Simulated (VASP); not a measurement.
# Ge (Fd-3m) in VASP: further runs

Aim: see how the results for Ge move with the level of theory and the settings. Levels: PBE exchange alone, LDA, RPBE+D4. Tasks: single point.

All numbers are computed with VASP 6.6.1; they aren't measurements. Logs are shortened: lines on timing, memory, paths and dates and some standing lists are left out, and cuts for length are marked.

**What was measured.**

“Electronic and optical properties of SixGe1-x-ySny alloys lattice-matched to Ge”, 2021, arxiv:2109.02782 reports, for a bulk crystal of Ge at 300 K: band gap 0.807 eV (direct).

How close the calculation comes is told below.

## (1) The cell of the first run

It takes space group Fd-3m (No. 227, cubic). The conventional cell has a = 5.542 Å, b = 5.542 Å, c = 5.542 Å, α = 90.00°, β = 90.00°, γ = 90.00°. Ge (site symmetry -43m) has 4 Ge at 2.40 Å within 3.2 Å.

## (2) Single point, PBE exchange alone

File INCAR:

```
PREC     = Accurate       # precision mode
ENCUT    = 520            # plane-wave cutoff, eV
EDIFF    = 1E-7           # SCF threshold, eV
ISMEAR   = -1             # smearing method
SIGMA    = 0.05           # smearing width, eV
LREAL    = F              # projectors in reciprocal space
LASPH    = T              # aspherical terms in the spheres
NELM     = 60             # most SCF steps
ALGO     = Normal         # electronic algorithm
ISIF     = 2              # what is computed and relaxed
LWAVE    = F              # write WAVECAR
LCHARG   = F              # write CHGCAR
GGA      = PE             # functional
ALDAC    = 0.0          
AGGAC    = 0.0          
NBANDS   = 21             # bands
```

File KPOINTS:

```
regular mesh
0
Gamma
  8 8 8
```

File POSCAR:

```
Ge
1.0
    0.0000000000      2.7711609388      2.7711609388
    2.7711609388      0.0000000000      2.7711609388
    2.7711609388      2.7711609388      0.0000000000
Ge
2
Direct
    0.7500000000      0.7500000000      0.7500000000
    0.5000000000      0.5000000000      0.5000000000
```

Potentials or basis: VASP PAW PBE potentials, release 64 (Ge_d).

Started as:

```
$ cat potpaw_PBE.64/Ge_d/POTCAR > POTCAR
$ mpirun -np 1 vasp_std > vasp.out
```

OUTCAR:

```text
PREC = Accurate
   ENCUT = 520
   EDIFF = 1E-7
   ISMEAR = -1
   LREAL = F
   LASPH = T
   NELM = 60
   ISIF = 2
   GGA = PE

 ion  position               nearest neighbor table
   1  0.750  0.750  0.750-   2 2.40   2 2.40   2 2.40   2 2.40
   2  0.500  0.500  0.500-   1 2.40   1 2.40   1 2.40   1 2.40

  LATTYP: Found a face centered cubic cell.
 ALAT       =     5.5423218776

  Lattice vectors:

 A1 = (   0.0000000000,   2.7711609388,   2.7711609388)
 A2 = (   2.7711609388,   0.0000000000,   2.7711609388)
 A3 = (   2.7711609388,   2.7711609388,   0.0000000000)

Analysis of symmetry for initial positions (statically):
=====================================================================
 Subroutine PRICEL returns:
 Original cell was already a primitive cell.

 Routine SETGRP: Setting up the symmetry group for a
 face centered cubic supercell.

 Subroutine GETGRP returns: Found 48 space group operations
 (whereof 24 operations were pure point group operations)
 out of a pool of 48 trial point group operations.

The static configuration has the point symmetry T_d .
 The point group associated with its full space group is O_h .

Analysis of symmetry for dynamics (positions and initial velocities):
=====================================================================
 Subroutine PRICEL returns:
 Original cell was already a primitive cell.

 Routine SETGRP: Setting up the symmetry group for a
 face centered cubic supercell.

 Subroutine GETGRP returns: Found 48 space group operations
 (whereof 24 operations were pure point group operations)
 out of a pool of 48 trial point group operations.

The dynamic configuration has the point symmetry T_d .
 The point group associated with its full space group is O_h .

 Subroutine INISYM returns: Found 48 space group operations
 (whereof 24 operations are pure point group operations),
 and found     1 'primitive' translations

----------------------------------------------------------------------------------------

                                     Primitive cell

  volume of cell :      42.5613

  direct lattice vectors                    reciprocal lattice vectors
     0.000000000  2.771160939  2.771160939    -0.180429795  0.180429795  0.180429795
     2.771160939  0.000000000  2.771160939     0.180429795 -0.180429795  0.180429795
     2.771160939  2.771160939  0.000000000     0.180429795  0.180429795 -0.180429795

  length of vectors
     3.919013383  3.919013383  3.919013383     0.312513572  0.312513572  0.312513572

  position of ions in fractional coordinates (direct lattice)
     0.750000000  0.750000000  0.750000000
     0.500000000  0.500000000  0.500000000

  ion indices of the primitive-cell ions
   primitive index   ion index
                 1           1
                 2           2

----------------------------------------------------------------------------------------

 KPOINTS: regular mesh

Automatic generation of k-mesh.
 Grid dimensions read from file:
 generate k-points for:    8    8    8

 Generating k-lattice:

  Cartesian coordinates                     Fractional coordinates (reciprocal lattice)
    -0.022553724  0.022553724  0.022553724     0.125000000  0.000000000  0.000000000
     0.022553724 -0.022553724  0.022553724     0.000000000  0.125000000  0.000000000
     0.022553724  0.022553724 -0.022553724     0.000000000  0.000000000  0.125000000

  Length of vectors
     0.039064197  0.039064197  0.039064197

  Shift w.r.t. Gamma in fractional coordinates (k-lattice)
     0.000000000  0.000000000  0.000000000

 Subroutine IBZKPT returns following result:
 ===========================================

 Found     29 irreducible k-points:

 Following reciprocal coordinates:
            Coordinates               Weight
  0.000000  0.000000  0.000000      1.000000
  0.125000  0.000000  0.000000      8.000000
  0.250000  0.000000  0.000000      8.000000
  0.375000  0.000000  0.000000      8.000000
  0.500000  0.000000  0.000000      4.000000
  0.125000  0.125000  0.000000      6.000000
[... 16 lines left out ...]
  0.500000  0.250000  0.125000     48.000000
 -0.375000  0.250000  0.125000     24.000000
 [... further k-points ...]
   k-points           NKPTS =     29   k-points in BZ     NKDIM =     29   number of bands    NBANDS=     21
   number of dos      NEDOS =    301   number of ions     NIONS =      2
   total plane-waves  NPLWV =  27000
   dimension x,y,z NGX =    30 NGY =   30 NGZ =   30
   dimension x,y,z NGXF=    60 NGYF=   60 NGZF=   60
   ions per type =               2
   NGX,Y,Z   is equivalent  to a cutoff of  12.73, 12.73, 12.73 a.u.
   NGXF,Y,Z  is equivalent  to a cutoff of  25.45, 25.45, 25.45 a.u.
 SYSTEM =  unknown system
   PREC   = accura    normal or accurate (medium, high low for compatibility)
   ISTART =      0    job   : 0-new  1-cont  2-samecut
   ICHARG =      2    charge: 1-file 2-atom 10-const
   ISPIN  =      1    spin polarized calculation?
   LNONCOLLINEAR =      F non collinear calculations
   LSORBIT =      F    spin-orbit coupling
   LASPH  =      T    aspherical Exc in radial PAW
   ENCUT  =  520.0 eV  38.22 Ry    6.18 a.u.   7.29  7.29  7.29*2*pi/ulx,y,z
   NELM   =     60;   NELMIN=  2; NELMDL= -5     # of ELM steps
   EDIFF  = 0.1E-06   stopping-criterion for ELM
   LREAL  =      F    real-space projection
   EDIFFG = 0.1E-05   stopping-criterion for IOM
   NSW    =      0    number of steps for IOM
   IBRION =     -1    ionic relax: 0-MD 1-quasi-New 2-CG
   NFREE  =      0    steps in history (QN), initial steepest desc. (CG)
   ISIF   =      2    stress and relaxation
   ISYM   =      2    0-nonsym 1-usesym 2-fastsym
   POTIM  = 0.5000    time-step for ionic-motion
   TEBEG  =    0.0;   TEEND  =   0.0 temperature during run
   PSTRESS=    0.0 pullay stress
   NELECT =      28.0000    total number of electrons
   NUPDOWN=      -1.0000    fix difference up-down
   EMIN   =  10.00;   EMAX   =-10.00  energy-range for DOS
   EFERMI =   0.00;   METHOD = LEGACY
   ISMEAR =    -1;   SIGMA  =   0.05  broadening in eV -4-tet -1-fermi 0-gaus
   EFERMI_NEDOS =   21; number of points for ismear=-14 and -15
   IALGO  =     38    algorithm
   IMIX   =      4    mixing-type and parameters
     AMIX     =   0.40;   BMIX     =  1.00
     AMIX_MAG =   1.60;   BMIX_MAG =  1.00
  volume/ion in A,a.u.               =      21.28       143.61
  Fermi-wavevector in a.u.,A,eV,Ry     =   1.423822  2.690634 27.582678  2.027270
  Thomas-Fermi vector in A             =   2.544379
   LORBIT       =      0    0 simple, 1 ext, 2 COOP (PROOUT), +10 PAW based schemes
   GGA     = PE    functional components
   LHFCALC =     F    Hartree Fock is set to
   AEXX    =    0.0000 exact exchange contribution
   IVDW    =     0    specifies the selected vdW correction
   LEPSILON=     F    determine dielectric tensor
   LRPA    =     F    only Hartree local field effects (RPA)
 non-spin polarized calculation
  energy-cutoff  :      520.00
  volume of cell :       42.56
 maximum number of plane-waves:      1162
 NGX is ok and might be reduce to    30
   NGX = 15   NGY = 15   NGZ = 15

 number of electron      27.9999991 magnetization

 Free energy of the ion-electron system (eV)
  ---------------------------------------------------
  ext. energy  EPLUGINS =         0.00000000
  ---------------------------------------------------
  free energy    TOTEN  =        -5.68251277 eV

  energy without entropy =       -5.68235431  energy(sigma->0) =       -5.68243354

 E-fermi :   7.3108     XC(G=0):  -8.5607

 val. band max:        7.1303783319   @ k =   0.0000   0.0000   0.0000
 cond. band min:       7.5157214530   @ k =   0.5000   0.0000   0.0000
 fundamental gap:      0.3853431212
 Fermi energy:         7.3108422546

 k-point     1 :       0.0000    0.0000    0.0000
  band No.  band energies     occupation
      1     -17.5523      2.00000
      2     -17.5523      2.00000
      3     -17.5523      2.00000
      4     -17.5106      2.00000
      5     -17.5106      2.00000
      6     -17.2598      2.00000
[... 13 lines left out ...]
     20      16.8766      0.00000
     21      16.8766      0.00000

 k-point     2 :       0.1250    0.0000    0.0000
  band No.  band energies     occupation
      1     -17.5622      2.00000
      2     -17.5622      2.00000
      3     -17.5494      2.00000
      4     -17.4965      2.00000
      5     -17.4965      2.00000
      6     -17.2721      2.00000
[... 13 lines left out ...]
     20      15.9492      0.00000
     21      15.9492      0.00000

 k-point     3 :       0.2500    0.0000    0.0000
  band No.  band energies     occupation
      1     -17.5742      2.00000
      2     -17.5742      2.00000
      3     -17.5424      2.00000
      4     -17.4758      2.00000
      5     -17.4758      2.00000
      6     -17.2873      2.00000
[... 13 lines left out ...]
     20      15.7042      0.00000
     21      15.7042      0.00000

 k-point     4 :       0.3750    0.0000    0.0000
  band No.  band energies     occupation
      1     -17.5799      2.00000
      2     -17.5799      2.00000
      3     -17.5354      2.00000
      4     -17.4636      2.00000
      5     -17.4636      2.00000
      6     -17.2949      2.00000
[... 13 lines left out ...]
     20      16.9533      0.00000
     21      16.9533      0.00000

 k-point     5 :       0.5000    0.0000    0.0000
  band No.  band energies     occupation
      1     -17.5812      2.00000
      2     -17.5812      2.00000
      3     -17.5324      2.00000
      4     -17.4605      2.00000
      5     -17.4605      2.00000
      6     -17.2963      2.00000
[... 13 lines left out ...]
     20      18.7835      0.00000
     21      18.7842      0.00000
[... 382 lines left out ...]
     20      19.4625      0.00000
     21      20.4729      0.00000

 k-point    22 :       0.3750    0.2500    0.1250
  band No.  band energies     occupation
      1     -17.5869      2.00000
      2     -17.5832      2.00000
      3     -17.5333      2.00000
      4     -17.4667      2.00000
      5     -17.4317      2.00000
      6     -17.3505      2.00000
[... 13 lines left out ...]
     20      17.7920      0.00000
     21      17.9672      0.00000

 k-point    23 :       0.5000    0.2500    0.1250
  band No.  band energies     occupation
      1     -17.6007      2.00000
      2     -17.5912      2.00000
      3     -17.5077      2.00000
      4     -17.4489      2.00000
      5     -17.4166      2.00000
      6     -17.3603      2.00000
[... 13 lines left out ...]
     20      17.2721      0.00000
     21      19.1757      0.00000

 k-point    24 :      -0.3750    0.2500    0.1250
  band No.  band energies     occupation
      1     -17.6069      2.00000
      2     -17.5927      2.00000
      3     -17.4961      2.00000
      4     -17.4358      2.00000
      5     -17.4186      2.00000
      6     -17.3539      2.00000
[... 13 lines left out ...]
     20      18.5322      0.00000
     21      19.1056      0.00000

 [... further k-points ...]

------------------------ aborting loop because EDIFF is reached ----------------------------------------

  FORCE on cell =-STRESS in cart. coord.  units (eV):
  Direction    XX          YY          ZZ          XY          YZ          ZX
  --------------------------------------------------------------------------------------
  -------------------------------------------------------------------------------------
  Total        5.2896553      5.2896553      5.2896553     -0.0000000      0.0000000     -0.0000000
  in kB      199.1235896    199.1235896    199.1235896     -0.0000000      0.0000000     -0.0000000
  external PRESSURE =     199.1235896 kB  Pullay stress =       0.0000000 kB

 VOLUME and BASIS-vectors are now :
 -----------------------------------------------------------------------------
  energy-cutoff  :      520.00
  volume of cell :       42.56
      direct lattice vectors                 reciprocal lattice vectors
     0.000000000  2.771160939  2.771160939    -0.180429795  0.180429795  0.180429795
     2.771160939  0.000000000  2.771160939     0.180429795 -0.180429795  0.180429795
     2.771160939  2.771160939  0.000000000     0.180429795  0.180429795 -0.180429795

 POSITION                                       TOTAL-FORCE (eV/Angst)
 -----------------------------------------------------------------------------------
      4.15674      4.15674      4.15674         0.000000      0.000000      0.000000
      2.77116      2.77116      2.77116        -0.000000     -0.000000     -0.000000
 -----------------------------------------------------------------------------------
    total drift:                                0.000000     -0.000000     -0.000000

  FREE ENERGIE OF THE ION-ELECTRON SYSTEM (eV)
  ---------------------------------------------------
  free  energy   TOTEN  =        -5.6825127685 eV

  energy  without entropy=       -5.6823543100  energy(sigma->0) =       -5.68243354
```

Wall time 32 s (1 thread of Intel Xeon Platinum 8488C (Sapphire Rapids), shared host); peak memory 0.17 GiB.

What came out:

```
Free energy            : -5.6825 eV
Pressure               : 19.9 GPa
Band gap on the k mesh : 0.39 eV, indirect (least direct gap 0.47 eV)
```

A k mesh can miss the band edges.

## (3) Single point, LDA

This run uses another cell than the first one, of 22.19 Å³/atom, 1.043 times its volume.

File INCAR:

```
  ALGO = Normal
  EDIFF = 1E-6
  ENCUT = 520
  ISIF = 2
  ISMEAR = -1
  LASPH = True
  LCHARG = False
  LREAL = False
  LWAVE = False
  NBANDS = 21
  NELM = 60
  PREC = Accurate
  SIGMA = 0.05
```

File KPOINTS:

```
k-points
0
Gamma
  8 8 8
```

File POSCAR:

```
Ge
1.0
    0.0000000000      2.8099234548      2.8099234548
    2.8099234548      0.0000000000      2.8099234548
    2.8099234548      2.8099234548      0.0000000000
Ge
2
Direct
    0.7500000000      0.7500000000      0.7500000000
    0.5000000000      0.5000000000      0.5000000000
```

Potentials or basis: VASP PAW LDA potentials, release 64 (Ge_d).

Started as:

```
$ cat potpaw_LDA.64/Ge_d/POTCAR > POTCAR
$ mpirun -np 1 vasp_std > vasp.out
```

OUTCAR:

```text
EDIFF = 1E-6
   ENCUT = 520
   ISIF = 2
   ISMEAR = -1
   LASPH = True
   LREAL = False
   NELM = 60
   PREC = Accurate

 ion  position               nearest neighbor table
   1  0.750  0.750  0.750-   2 2.43   2 2.43   2 2.43   2 2.43
   2  0.500  0.500  0.500-   1 2.43   1 2.43   1 2.43   1 2.43

  LATTYP: Found a face centered cubic cell.
 ALAT       =     5.6198469096

  Lattice vectors:

 A1 = (   0.0000000000,   2.8099234548,   2.8099234548)
 A2 = (   2.8099234548,   0.0000000000,   2.8099234548)
 A3 = (   2.8099234548,   2.8099234548,   0.0000000000)

[... 762 lines left out ...]

  FORCE on cell =-STRESS in cart. coord.  units (eV):
  Direction    XX          YY          ZZ          XY          YZ          ZX
  --------------------------------------------------------------------------------------
  -------------------------------------------------------------------------------------
  Total        0.0807742      0.0807742      0.0807742     -0.0000000      0.0000000      0.0000000
  in kB        2.9165509      2.9165509      2.9165509     -0.0000000      0.0000000      0.0000000
  external PRESSURE =       2.9165509 kB  Pullay stress =       0.0000000 kB

 VOLUME and BASIS-vectors are now :
 -----------------------------------------------------------------------------
  energy-cutoff  :      520.00
  volume of cell :       44.37
      direct lattice vectors                 reciprocal lattice vectors
     0.000000000  2.809923455  2.809923455    -0.177940790  0.177940790  0.177940790
     2.809923455  0.000000000  2.809923455     0.177940790 -0.177940790  0.177940790
     2.809923455  2.809923455  0.000000000     0.177940790  0.177940790 -0.177940790

 POSITION                                       TOTAL-FORCE (eV/Angst)
 -----------------------------------------------------------------------------------
      4.21489      4.21489      4.21489         0.000000      0.000000      0.000000
      2.80992      2.80992      2.80992        -0.000000     -0.000000     -0.000000
 -----------------------------------------------------------------------------------
    total drift:                                0.000000     -0.000000     -0.000000

  FREE ENERGIE OF THE ION-ELECTRON SYSTEM (eV)
  ---------------------------------------------------
  free  energy   TOTEN  =       -10.3806715707 eV

  energy  without entropy=      -10.3797476392  energy(sigma->0) =      -10.38020960
```

OSZICAR:

```text
N       E                     dE             d eps       ncg     rms          rms(c)
DAV:   1     0.195840836178E+03    0.19584E+03   -0.14701E+04  1381   0.362E+03
DAV:   2     0.173186514846E+02   -0.17852E+03   -0.17260E+03  1223   0.627E+02
DAV:   3    -0.966787584854E+01   -0.26987E+02   -0.26815E+02  1378   0.142E+02
DAV:   4    -0.105514398733E+02   -0.88356E+00   -0.88306E+00  1363   0.302E+01
DAV:   5    -0.105654715562E+02   -0.14032E-01   -0.14031E-01  1368   0.422E+00    0.338E+00
DAV:   6    -0.104418762841E+02    0.12360E+00   -0.37853E-02  1348   0.161E+00    0.193E+00
DAV:   7    -0.103799300863E+02    0.61946E-01   -0.76418E-02  1317   0.201E+00    0.141E-01
DAV:   8    -0.103806331888E+02   -0.70310E-03   -0.56904E-03  1368   0.812E-01    0.484E-02
DAV:   9    -0.103806752825E+02   -0.42094E-04   -0.86041E-05  1433   0.897E-02    0.133E-02
DAV:  10    -0.103806716445E+02    0.36379E-05   -0.86756E-06  1608   0.416E-02    0.435E-03
DAV:  11    -0.103806715707E+02    0.73809E-07   -0.85296E-07   969   0.838E-03
   1 F= -.10380672E+02 E0= -.10380210E+02  d E =-.923931E-03
```

It took 19 s on 1 thread of Intel Xeon Platinum 8488C (Sapphire Rapids), shared host; peak memory 0.15 GiB.

What came out:

* Free energy: -10.3807 eV
* Pressure: 0.3 GPa

Levels at points of the mesh, in eV from the Fermi level:
```tsv
k point	band 11	band 12	band 13	band 14	band 15	band 16	band 17	band 18
(0.00, 0.00, 0.00)	-12.99	-0.03	-0.03	-0.03	0.01	2.50	2.50	2.50
(0.50, 0.00, 0.00)	-10.85	-7.76	-1.47	-1.47	0.10	3.70	3.70	6.95
(0.50, 0.50, 0.00)	-9.03	-9.03	-3.18	-3.18	0.61	0.61	9.55	9.55
```

## (4) Single point, RPBE+D4

This run uses another cell than the first one, of 21.73 Å³/atom, 1.021 times its volume.

File INCAR:

```
PREC = Accurate ; ENCUT = 520
EDIFF = 1E-7 ; ISMEAR = -1
SIGMA = 0.05 ; LREAL = False
LASPH = True ; NELM = 100
ALGO = Normal ; ISIF = 2
LWAVE = False ; LCHARG = False
GGA = RP ; IVDW = 13
NBANDS = 21
```

File KPOINTS:

```
Automatic mesh
0
Gamma
  8 8 8
```

File POSCAR:

```
Ge
1.0
    0.0000000000      2.7906767997      2.7906767997
    2.7906767997      0.0000000000      2.7906767997
    2.7906767997      2.7906767997      0.0000000000
Ge
2
Direct
    0.7500000000      0.7500000000      0.7500000000
    0.5000000000      0.5000000000      0.5000000000
```

Potentials or basis: VASP PAW PBE potentials, release 64 (Ge_d).

Started as:

```
$ cat potpaw_PBE.64/Ge_d/POTCAR > POTCAR
$ mpirun -np 1 vasp_std > vasp.out
```

Wall time 33 s (1 thread of Intel Xeon Platinum 8488C (Sapphire Rapids), shared host); peak memory 0.17 GiB.

It converged, with:

```
Free energy                : -9.4900 eV
Pressure                   : 3.5 GPa
Band gap on the k mesh     : 0.40 eV, indirect (least direct gap 0.53 eV)
Dispersion energy per atom : -0.636 eV
```

Levels at points of the mesh, in eV from the valence-band top:
```tsv
k point	band 12	band 13	band 14	band 15	band 16	band 17
(0.00, 0.00, 0.00)	0.00	0.00	0.00	0.53	2.58	2.58
(0.50, 0.00, 0.00)	-7.76	-1.47	-1.47	0.40	3.78	3.78
(0.50, 0.50, 0.00)	-9.02	-3.22	-3.22	0.77	0.77	9.91
```

Caveat: the PAW data sets were made with another functional, which shifts forces and pressure a little. A k mesh can miss the band edges.

(Continued in part 2 of 2.)
